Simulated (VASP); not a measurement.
Runs of VASP 6.6.1 on Hg. The structure is that of space group Pm-3m (No. 221), or close to it. The cells are those of the table. 

```tsv
level	cell	k mesh	smearing	gap on the mesh (eV)	pressure (GPa)
PBE	a = 3.171 Å, 1 atom	12 × 12 × 12	fermi-dirac 0.0612256 eV	none	(a)
PBE	a = 3.131 Å, 1 atom	12 × 12 × 12	fermi-dirac 0.0612256 eV	none	-0.1
r2SCAN	a = 3.151 Å, 1 atom	11 × 11 × 11	fermi-dirac 0.1 eV	none	-1.9
PBE	a = 3.046 Å, 1 atom	18 × 18 × 18	fermi-dirac 0.0612256 eV	none	1.1
PBE	a = 3.110 Å, 1 atom	18 × 18 × 18	fermi-dirac 0.0612256 eV	none	(b)
```

Alike in all rows: task single point; potentials or basis VASP PAW PBE potentials, release 64 (Hg); no spin polarisation; cutoff (eV) 520.

Task: Estimate the missing entries.

Result: (a) -0.3; (b) 0.0.

Caveats: spin-orbit coupling is left out, which moves the levels of the heavy elements; the PAW data sets were made with another functional, which shifts forces and pressure a little (some runs).

A k mesh can miss the band edges, and the runs leave out spin-orbit coupling on Hg.

A gap of «none» marks levels without a gap at the run's occupations.
